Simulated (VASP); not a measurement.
# PbI2 (P-3m1) in VASP: further runs

The runs below take PbI2 through single point, with PBE, r2SCAN.

All numbers are computed with VASP 6.6.1; they aren't measurements. Logs are shortened: lines on timing, memory, paths and dates and some standing lists are left out, and cuts for length are marked.

## (1) The cell of the first run

It takes space group P-3m1 (No. 164, trigonal). The conventional cell has a = 4.566 Å, b = 4.566 Å, c = 7.041 Å, α = 90.00°, β = 90.00°, γ = 120.00°. Pb (site symmetry -3m) has 6 I at 3.24 Å within 4.3 Å. Within 4.3 Å of I (site symmetry 3m) lie 3 Pb at 3.24 Å and 3 I at 4.21 Å.

## (2) Single point, PBE

Input file INCAR:

```
SYSTEM = PbI2
PREC = Accurate ; ENCUT = 500
EDIFF = 1E-6 ; ISMEAR = 0
SIGMA = 0.01 ; LREAL = .False.
LASPH = .True. ; NELM = 120
ALGO = Normal ; ISIF = 2
LWAVE = .False. ; LCHARG = .True.
GGA = PE ; LELF = .True.
LVHAR = .True. ; NBANDS = 21
GGA_COMPAT = .False.
```

Input file KPOINTS:

```
Automatic mesh
0
Gamma
  6 6 4
  0 0 0
```

Input file POSCAR:

```
PbI2
1.0
    4.5657260999      0.0000000000      0.0000000000
   -2.2828630499      3.9540347892      0.0000000000
    0.0000000000      0.0000000000      7.0410820622
Pb I
1 2
Direct
    0.0000000000      0.0000000000      0.0000000000
    0.3333333333      0.6666666667      0.2667794090
    0.6666666667      0.3333333333      0.7332205910
```

Potentials or basis: VASP PAW PBE potentials, release 64 (Pb_d, I).

Command:

```console
$ cat potpaw_PBE.64/Pb_d/POTCAR potpaw_PBE.64/I/POTCAR > POTCAR
$ mpirun -np 1 vasp_std > vasp.out
```

OUTCAR:

```text
SYSTEM = PbI2
   PREC = Accurate
   ENCUT = 500
   EDIFF = 1E-6
   ISMEAR = 0
   LREAL = .False.
   LASPH = .True.
   NELM = 120
   ISIF = 2
   GGA = PE

 ion  position               nearest neighbor table
   1  0.000  0.000  0.000-   2 3.24   3 3.24   2 3.24   3 3.24   3 3.24   2 3.24
   2  0.333  0.667  0.267-   1 3.24   1 3.24   1 3.24
   3  0.667  0.333  0.733-   1 3.24   1 3.24   1 3.24

  LATTYP: Found a hexagonal cell.
 ALAT       =     4.5657260999
 C/A-ratio  =     1.5421604161

  Lattice vectors:

 A1 = (   4.5657260999,   0.0000000000,   0.0000000000)
 A2 = (  -2.2828630499,   3.9540347892,   0.0000000000)
 A3 = (   0.0000000000,   0.0000000000,   7.0410820622)

Analysis of symmetry for initial positions (statically):
=====================================================================
 Subroutine PRICEL returns:
 Original cell was already a primitive cell.

 Routine SETGRP: Setting up the symmetry group for a
 hexagonal supercell.

 Subroutine GETGRP returns: Found 12 space group operations
 (whereof 12 operations were pure point group operations)
 out of a pool of 24 trial point group operations.

The static configuration has the point symmetry D_3d.

Analysis of symmetry for dynamics (positions and initial velocities):
=====================================================================
 Subroutine PRICEL returns:
 Original cell was already a primitive cell.

 Routine SETGRP: Setting up the symmetry group for a
 hexagonal supercell.

 Subroutine GETGRP returns: Found 12 space group operations
 (whereof 12 operations were pure point group operations)
 out of a pool of 24 trial point group operations.

The dynamic configuration has the point symmetry D_3d.

 Subroutine INISYM returns: Found 12 space group operations
 (whereof 12 operations are pure point group operations),
 and found     1 'primitive' translations

----------------------------------------------------------------------------------------

                                     Primitive cell

  volume of cell :     127.1129

  direct lattice vectors                    reciprocal lattice vectors
     4.565726100  0.000000000  0.000000000     0.219023213  0.126453111  0.000000000
    -2.282863050  3.954034789  0.000000000     0.000000000  0.252906222  0.000000000
     0.000000000  0.000000000  7.041082062     0.000000000  0.000000000  0.142023625

  length of vectors
     4.565726100  4.565726100  7.041082062     0.252906222  0.252906222  0.142023625

[... 80 lines left out ...]
   NELM   =    120;   NELMIN=  2; NELMDL= -5     # of ELM steps
   EDIFF  = 0.1E-05   stopping-criterion for ELM
   LREAL  =      F    real-space projection
   EDIFFG = 0.1E-04   stopping-criterion for IOM
   NSW    =      0    number of steps for IOM
   IBRION =     -1    ionic relax: 0-MD 1-quasi-New 2-CG
   NFREE  =      0    steps in history (QN), initial steepest desc. (CG)
   ISIF   =      2    stress and relaxation
   ISYM   =      2    0-nonsym 1-usesym 2-fastsym
   POTIM  = 0.5000    time-step for ionic-motion
   TEBEG  =    0.0;   TEEND  =   0.0 temperature during run
   PSTRESS=    0.0 pullay stress
   NELECT =      28.0000    total number of electrons
   NUPDOWN=      -1.0000    fix difference up-down
   EMIN   =  10.00;   EMAX   =-10.00  energy-range for DOS
   EFERMI =   0.00;   METHOD = LEGACY
   ISMEAR =     0;   SIGMA  =   0.01  broadening in eV -4-tet -1-fermi 0-gaus
   EFERMI_NEDOS =   21; number of points for ismear=-14 and -15
   IALGO  =     38    algorithm
   IMIX   =      4    mixing-type and parameters
     AMIX     =   0.40;   BMIX     =  1.00
     AMIX_MAG =   1.60;   BMIX_MAG =  1.00
  volume/ion in A,a.u.               =      42.37       285.93
  Fermi-wavevector in a.u.,A,eV,Ry     =   0.988699  1.868371 13.300055  0.977526
  Thomas-Fermi vector in A             =   2.120245
   LORBIT       =      0    0 simple, 1 ext, 2 COOP (PROOUT), +10 PAW based schemes
   GGA     = PE    functional components
   LHFCALC =     F    Hartree Fock is set to
   AEXX    =    0.0000 exact exchange contribution
   IVDW    =     0    specifies the selected vdW correction
   LEPSILON=     F    determine dielectric tensor
   LRPA    =     F    only Hartree local field effects (RPA)
 non-spin polarized calculation
 Gauss-broadening in eV      SIGMA  =   0.01
  energy-cutoff  :      500.00
  volume of cell :      127.11
 maximum number of plane-waves:      3248
 NGX is ok and might be reduce to    36
   NGX = 17   NGY = 17   NGZ = 25

 number of electron      27.9999999 magnetization

 Free energy of the ion-electron system (eV)
  ---------------------------------------------------
  ext. energy  EPLUGINS =         0.00000000
  ---------------------------------------------------
  free energy    TOTEN  =        -8.57043058 eV

  energy without entropy =       -8.57043058  energy(sigma->0) =       -8.57043058

 E-fermi :   2.6041     XC(G=0):  -8.0753

 val. band max:        2.5572954441   @ k =   0.0000   0.0000   0.5000
 cond. band min:       4.7849617436   @ k =   0.0000   0.0000   0.5000
 fundamental gap:      2.2276662995
 Fermi energy:         2.6041439554

 k-point     1 :       0.0000    0.0000    0.0000
  band No.  band energies     occupation
      1     -13.5871      2.00000
      2     -13.5871      2.00000
      3     -13.5736      2.00000
      4     -13.5669      2.00000
      5     -13.5669      2.00000
      6      -9.5953      2.00000
[... 565 lines left out ...]
     20      10.2747      0.00000
     21      10.6972      0.00000

------------------------ aborting loop because EDIFF is reached ----------------------------------------

  FORCE on cell =-STRESS in cart. coord.  units (eV):
  Direction    XX          YY          ZZ          XY          YZ          ZX
  --------------------------------------------------------------------------------------
  -------------------------------------------------------------------------------------
  Total        0.9965322      0.9965322      0.9617406      0.0000000      0.0000000      0.0000000
  in kB       12.5606511     12.5606511     12.1221263      0.0000000      0.0000000      0.0000000
  external PRESSURE =      12.4144761 kB  Pullay stress =       0.0000000 kB

 VOLUME and BASIS-vectors are now :
 -----------------------------------------------------------------------------
  energy-cutoff  :      500.00
  volume of cell :      127.11
      direct lattice vectors                 reciprocal lattice vectors
     4.565726100  0.000000000  0.000000000     0.219023213  0.126453111  0.000000000
    -2.282863050  3.954034789  0.000000000     0.000000000  0.252906222  0.000000000
     0.000000000  0.000000000  7.041082062     0.000000000  0.000000000  0.142023625

 POSITION                                       TOTAL-FORCE (eV/Angst)
 -----------------------------------------------------------------------------------
      0.00000      0.00000      0.00000         0.000000      0.000000     -0.000000
     -0.00000      2.63602      1.87842         0.000000      0.000000      0.045983
      2.28286      1.31801      5.16267        -0.000000     -0.000000     -0.045983
 -----------------------------------------------------------------------------------
    total drift:                                0.000000      0.000000      0.000000

  FREE ENERGIE OF THE ION-ELECTRON SYSTEM (eV)
  ---------------------------------------------------
  free  energy   TOTEN  =        -8.5704305846 eV

  energy  without entropy=       -8.5704305846  energy(sigma->0) =       -8.57043058
```

OSZICAR:

```text
N       E                     dE             d eps       ncg     rms          rms(c)
DAV:   1     0.229931497041E+03    0.22993E+03   -0.11471E+04  1008   0.114E+03
DAV:   2     0.126493688510E+02   -0.21728E+03   -0.20797E+03  1094   0.292E+02
DAV:   3    -0.795699391003E+01   -0.20606E+02   -0.20366E+02  1297   0.985E+01
DAV:   4    -0.873498543572E+01   -0.77799E+00   -0.77712E+00  1338   0.228E+01
DAV:   5    -0.875685001161E+01   -0.21865E-01   -0.21863E-01  1401   0.330E+00    0.350E+00
DAV:   6    -0.857162924683E+01    0.18522E+00   -0.44894E-01  1346   0.426E+00    0.237E+00
DAV:   7    -0.856764885924E+01    0.39804E-02   -0.17297E-01  1318   0.192E+00    0.111E+00
DAV:   8    -0.857022938609E+01   -0.25805E-02   -0.21699E-02  1158   0.127E+00    0.212E-01
DAV:   9    -0.857028036738E+01   -0.50981E-04   -0.28915E-03  1225   0.404E-01    0.976E-02
DAV:  10    -0.857040883746E+01   -0.12847E-03   -0.38558E-04  1173   0.142E-01    0.271E-02
DAV:  11    -0.857043067784E+01   -0.21840E-04   -0.55867E-05  1261   0.409E-02    0.155E-02
DAV:  12    -0.857043058455E+01    0.93284E-07   -0.90590E-06  1201   0.170E-02
   1 F= -.85704306E+01 E0= -.85704306E+01  d E =-.115144E-13
```

Wall time 46 s (1 thread of AMD EPYC 7R13 (Zen 3), shared host); peak memory 0.23 GiB.

What came out:

| Item | Value |
| --- | --- |
| Free energy | -8.5704 eV |
| Pressure | 1.2 GPa |
| Largest force | 0.046 eV/Å |
| Band gap on the k mesh | 2.23 eV |

Forces in eV/Å, atoms in the order of the input:
```
Pb   0.000  0.000  0.000
I    0.000  0.000  0.046
I    0.000  0.000 -0.046
```

Levels at points of the mesh, in eV from the valence-band top:
```tsv
k point	band 12	band 13	band 14	band 15	band 16	band 17
(0.00, 0.00, 0.00)	-0.90	-0.90	-0.73	2.49	3.34	3.34
(0.50, 0.00, 0.00)	-1.57	-0.76	-0.39	2.84	3.64	4.61
(0.00, 0.00, 0.50)	-0.72	-0.72	0.00	2.23	3.16	3.16
(0.50, 0.00, 0.50)	-1.34	-1.12	-0.69	3.18	3.69	4.07
```

Caveat: spin-orbit coupling is left out, which moves the levels of the heavy elements; this functional lacks dispersion, which binds layers or chains, so the pressure and a relaxed spacing across them are unreliable. A k mesh can miss the band edges.

## (3) Single point, r2SCAN

POSCAR is that of step 2.

Input file INCAR.step1:

```
SYSTEM = PbI2
PREC = Accurate
ENCUT = 550
ISMEAR = 0
SIGMA = 0.01
LREAL = .False.
LASPH = .True.
NELM = 120
NBANDS = 21
GGA = PE
ALGO = Normal
EDIFF = 1E-5
LWAVE = .True.
LCHARG = .False.
GGA_COMPAT = .False.
```

Input file INCAR.step2:

```
SYSTEM = PbI2
PREC = Accurate
ENCUT = 550
EDIFF = 1E-6
ISMEAR = 0
SIGMA = 0.01
LREAL = .False.
LASPH = .True.
NELM = 120
ALGO = Normal
ISIF = 2
LWAVE = .False.
LCHARG = .True.
METAGGA = R2SCAN
LMIXTAU = .True.
LELF = .True.
LVHAR = .True.
NBANDS = 21
ISTART = 1
GGA_COMPAT = .False.
```

KPOINTS is that of step 2.

Potentials or basis: VASP PAW PBE potentials, release 64 (Pb_d, I).

Command:

```console
$ cat potpaw_PBE.64/Pb_d/POTCAR potpaw_PBE.64/I/POTCAR > POTCAR
$ cp INCAR.step1 INCAR
$ mpirun -np 1 vasp_std > vasp.out
$ cp INCAR.step2 INCAR
$ mpirun -np 1 vasp_std > vasp.out
```

It took 3.5 min on 1 thread of AMD EPYC 7R13 (Zen 3), shared host; peak memory 0.28 GiB.

It converged, with:

```
Free energy            : -107.6749 eV
Pressure               : 0.7 GPa
Largest force          : 0.005 eV/Å
Band gap on the k mesh : 2.62 eV
```

Forces on the atoms (eV/Å):
```
Pb   0.000  0.000  0.000
I    0.000  0.000 -0.005
I    0.000  0.000  0.005
```

Levels at points of the mesh, in eV from the valence-band top:
```csv
k point,band 10,band 11,band 12,band 13,band 14,band 15,band 16,band 17,band 18,band 19
"(0.00, 0.00, 0.00)",-1.05,-1.05,-0.98,-0.98,-0.78,2.85,3.65,3.65,6.93,7.89
"(0.50, 0.00, 0.00)",-2.46,-2.11,-1.64,-0.83,-0.41,3.22,3.97,4.99,5.44,8.54
"(0.00, 0.00, 0.50)",-1.19,-1.19,-0.80,-0.80,0.00,2.62,3.47,3.47,6.85,7.83
"(0.50, 0.00, 0.50)",-1.89,-1.77,-1.39,-1.20,-0.73,3.53,4.03,4.41,6.19,7.93
```

Caveat: the PAW data sets were made with another functional, which shifts forces and pressure a little; spin-orbit coupling is left out, which moves the levels of the heavy elements.
